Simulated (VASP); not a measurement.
# AlN (R3m) in VASP: notebook, part 3 of 3

VASP 6.6.1.

### 4 G0W0 quasiparticle levels, PBE

This run uses another cell than the first one, of 10.96 Å³/atom.

POSCAR

```
AlN
1.0
   -0.0578990474      2.1925236575      2.1925236575
    2.1925236575     -0.0578990474      2.1925236575
    2.1925236575      2.1925236575     -0.0578990474
Al N
1 1
Direct
   -0.0015609321     -0.0015609321     -0.0015609321
    0.2515609321      0.2515609321      0.2515609321
```

INCAR.step1

```
SYSTEM = AlN
PREC = Accurate
ENCUT = 500
EDIFF = 1E-8
ISMEAR = 0
SIGMA = 0.01
LREAL = .FALSE.
LASPH = .TRUE.
NELM = 80
ALGO = Normal
LWAVE = .TRUE.
LCHARG = .FALSE.
GGA = PE
```

INCAR.step2

```
SYSTEM = AlN
PREC = Accurate
ENCUT = 500
EDIFF = 1E-8
ISMEAR = 0
SIGMA = 0.01
LREAL = .FALSE.
LASPH = .TRUE.
NELM = 1
ALGO = Exact
LWAVE = .TRUE.
LCHARG = .FALSE.
GGA = PE
NBANDS = 95
LOPTICS = .TRUE.
ISTART = 1
```

INCAR.step3

```
SYSTEM = AlN
PREC = Accurate
ENCUT = 500
EDIFF = 1E-8
ISMEAR = 0
SIGMA = 0.01
LREAL = .FALSE.
LASPH = .TRUE.
ALGO = EVGW0
LWAVE = .FALSE.
LCHARG = .FALSE.
GGA = PE
NELMGW = 1
NBANDS = 95
ENCUTGW = 150.0
NOMEGA = 96
PRECFOCK = Fast
ISTART = 1
NBANDSGW = 12
OMEGAMAX = 20
```

KPOINTS

```
regular mesh
0
G
  6 6 6
  0 0 0
```

Potentials or basis: VASP PAW PBE potentials, release 64 (Al_GW, N_GW).

Launch:

```console
$ cat potpaw_PBE.64/Al_GW/POTCAR potpaw_PBE.64/N_GW/POTCAR > POTCAR
$ cp INCAR.step1 INCAR
$ mpirun -np 1 vasp_std > vasp.out
$ cp INCAR.step2 INCAR
$ mpirun -np 1 vasp_std > vasp.out
$ cp INCAR.step3 INCAR
$ mpirun -np 1 vasp_std > vasp.out
```

OUTCAR:

```text
SYSTEM = AlN
   PREC = Accurate
   ENCUT = 500
   EDIFF = 1E-8
   ISMEAR = 0
   LREAL = .FALSE.
   LASPH = .TRUE.
   GGA = PE
   NELMGW = 1
   ENCUTGW = 150.0
   PRECFOCK = Fast
   ISTART = 1

 ion  position               nearest neighbor table
   1  0.998  0.998  0.998-   2 1.90   2 1.93   2 1.93   2 1.93
   2  0.252  0.252  0.252-   1 1.90   1 1.93   1 1.93   1 1.93

  LATTYP: Found a trigonal (rhomboedric) cell.
 ALAT       =     3.1012372172
 COS(alpha) =     0.4734274360

  Lattice vectors:

 A1 = (  -0.0578990474,   2.1925236575,   2.1925236575)
 A2 = (   2.1925236575,  -0.0578990474,   2.1925236575)
 A3 = (   2.1925236575,   2.1925236575,  -0.0578990474)

Analysis of symmetry for initial positions (statically):
=====================================================================
 Subroutine PRICEL returns:
 Original cell was already a primitive cell.

 Routine SETGRP: Setting up the symmetry group for a
 trigonal (rhombohedral) supercell.

 Subroutine GETGRP returns: Found  6 space group operations
 (whereof  6 operations were pure point group operations)
 out of a pool of 12 trial point group operations.

The static configuration has the point symmetry C_3v.

Analysis of symmetry for dynamics (positions and initial velocities):
=====================================================================
 Subroutine PRICEL returns:
 Original cell was already a primitive cell.

 Routine SETGRP: Setting up the symmetry group for a
 trigonal (rhombohedral) supercell.

 Subroutine GETGRP returns: Found  6 space group operations
[... 122 lines left out ...]
     AMIX     =   0.40;   BMIX     =  1.00
     AMIX_MAG =   1.60;   BMIX_MAG =  1.00
  volume/ion in A,a.u.               =      10.96        73.94
  Fermi-wavevector in a.u.,A,eV,Ry     =   1.170024  2.211025 18.625785  1.368957
  Thomas-Fermi vector in A             =   2.306489
   LORBIT       =      0    0 simple, 1 ext, 2 COOP (PROOUT), +10 PAW based schemes
   GGA     = PE    functional components
   LHFCALC =     T    Hartree Fock is set to
   PRECFOCK=fast      Normal, Fast or Accurate (Low or Medium for compatibility)
   ENCUT4O =  -1.0   cutoff for four orbital integrals eV
   NKREDX  =     1    reduce k-point grid by
   NKREDY  =     1    reduce k-point grid by
   NKREDZ  =     1    reduce k-point grid by
   AEXX    =    1.0000 exact exchange contribution
   HFSCREEN=    0.0000 screening length (either q_TF or 0.3 A-1)
   HFSCREENC=   0.0000 screening length for correlation (either q_TF or 0.3 A-1)
   ENCUTFOCK=  -1.0 apply spherical cutoff to Coloumb kernel
   IVDW    =     0    specifies the selected vdW correction
   LEPSILON=     F    determine dielectric tensor
   LRPA    =     F    only Hartree local field effects (RPA)
   LRPAFORCE           =     F    calculate RPA forces
   ENCUTGW             = 150.0    cutoff for response function in eV
   ENCUTGWSOFT         = 120.0    soft cutoff for Coulomb kernel in GW response function in eV
   ENCUTLF             =  -1.0    cutoff for local field effects
   NELMGW              =     1    number of iterations in solving QP/BSE equation
   NELMHF              =     1    number of iterations in the inner HF iteration
   NKREDLFX            =     1    NKREDLFY  =   1   NKREDLFZ  =   1
 non-spin polarized calculation
 Gauss-broadening in eV      SIGMA  =   0.01
  energy-cutoff  :      500.00
  volume of cell :       21.91
 maximum number of plane-waves:       574
 NGX is ok and might be reduce to    24
  NGX = 14; NGY = 14; NGZ = 14
   NGX = 11   NGY = 11   NGZ = 11
 maximum number of plane-waves:        97
 NGX is ok and might be reduce to    14

 QP shifts <psi_nk| G(iteration)W_0 |psi_nk>: iteration 1
 for sc-GW calculations column KS-energies equals QP-energies in previous step
 and V_xc(KS)=  KS-energies - (<T + V_ion + V_H > + <T+V_H+V_ion>^1  + <V_x>^1)

 k-point   1 :       0.0000    0.0000    0.0000
  band No.  KS-energies  QP-energies   sigma(KS)   V_xc(KS)     V^pw_x(r,r')   Z            occupation Imag(sigma)

      1     -10.1644     -11.5708     -16.7119     -14.7524     -24.6331       0.7177       2.0000       1.1770
      2       4.4451       3.6132     -17.6305     -16.5530     -20.4600       0.7720       2.0000       0.0356
      3       4.4451       3.6132     -17.6305     -16.5530     -20.4600       0.7720       2.0000       0.0356
      4       4.7253       3.9130     -17.8243     -16.7711     -20.7409       0.7712       2.0000       0.0350
      5       8.2469       8.9330     -11.4546     -12.3049      -7.8219       0.8068       0.0000      -0.0490
      6      16.2740      17.1678      -8.9618     -10.0815      -3.9903       0.7983       0.0000      -0.0876
      7      16.2740      17.1678      -8.9618     -10.0815      -3.9903       0.7983       0.0000      -0.0876
      8      17.2937      18.2091      -9.0263     -10.1818      -3.8868       0.7923       0.0000      -0.1102
      9      21.7924      22.6774      -9.1275     -10.2520      -3.5661       0.7870       0.0000      -0.2642
     10      21.7924      22.6774      -9.1275     -10.2520      -3.5661       0.7870       0.0000      -0.2642
     11      23.0406      23.4865      -8.9950      -9.5768      -2.6133       0.7662       0.0000      -0.6242
     12      23.0406      23.4865      -8.9950      -9.5768      -2.6133       0.7662       0.0000      -0.6242
[... 356 lines left out ...]
      1      -7.6326      -8.9078     -18.5313     -16.7692     -26.0957       0.7237       2.0000       0.8532
      2       0.3414      -0.8193     -15.0846     -13.4959     -18.8203       0.7306       2.0000       0.0894
      3       1.8151       0.6990     -15.6941     -14.2123     -18.9928       0.7532       2.0000       0.0587
      4       2.1712       1.0854     -15.4549     -14.0245     -18.5706       0.7591       2.0000       0.0529
      5       9.6577      10.2619     -10.1558     -10.9061      -6.2525       0.8052       0.0000      -0.0549
      6      14.4883      15.3861     -10.0182     -11.1406      -5.3777       0.7999       0.0000      -0.0711
      7      16.7264      17.7520     -11.1554     -12.4941      -5.6036       0.7661       0.0000      -0.1670
      8      17.1880      18.1933     -11.0913     -12.4027      -5.4577       0.7666       0.0000      -0.1837
      9      20.4422      21.3364     -10.3562     -11.5618      -3.9548       0.7417       0.0000      -0.3362
     10      24.1813      24.9255      -9.2562     -10.2220      -2.9298       0.7707       0.0000      -0.5077
     11      27.8567      29.0433     -10.7839     -12.3026      -3.9837       0.7814       0.0000      -0.9031
     12      29.3700      30.5788     -10.6178     -12.1631      -3.9615       0.7823       0.0000      -0.9369

 [... further k-points ...]
```

OUTCAR.step2:

```text
SYSTEM = AlN
   PREC = Accurate
   ENCUT = 500
   EDIFF = 1E-8
[... 1015 lines left out ...]
  --------------------------------------------------------------------------------------------------------------
     0.00000     4.95267     4.95267     4.95267    -0.05419    -0.05419    -0.05419
     1.86549     5.23152     5.23152     5.23152    -0.05574    -0.05574    -0.05574
     3.73097     5.68197     5.68197     5.68197    -0.35343    -0.35343    -0.35343
     5.59646     7.31949     7.31949     7.31949     0.82257     0.82257     0.82257
     7.46194     1.48032     1.48032     1.48032     0.24616     0.24616     0.24616
     9.32743     0.36922     0.36922     0.36922     0.39944     0.39944     0.39944
[... 92 lines left out ...]
   182.81760     0.98458     0.98458     0.98458     0.00000     0.00000     0.00000
   184.68309     0.98491     0.98491     0.98491     0.00000     0.00000     0.00000
```

Run time: 3.7 min. Hardware: 1 thread of Intel Xeon 6975P-C (Granite Rapids), shared host; peak memory 0.48 GiB.

What came out:

```
Quasiparticle gap                                   : 4.31 eV
Least direct quasiparticle gap                      : 5.02 eV
Band gap of the starting levels on the mesh         : 3.07 eV
Least direct gap of the starting levels on the mesh : 3.52 eV
```

Caveat: the k points lie up to 0.40 Å⁻¹ apart; the cutoff is under 1.25 times the usual one of these potentials, so pressure, stress and relaxed cells hold a basis-set (Pulay) error; bands, screening cutoff and mesh are small and nothing is extrapolated, so the quasiparticle values aren't converged; the structure was generated, so it needn't be the stable form of AlN.
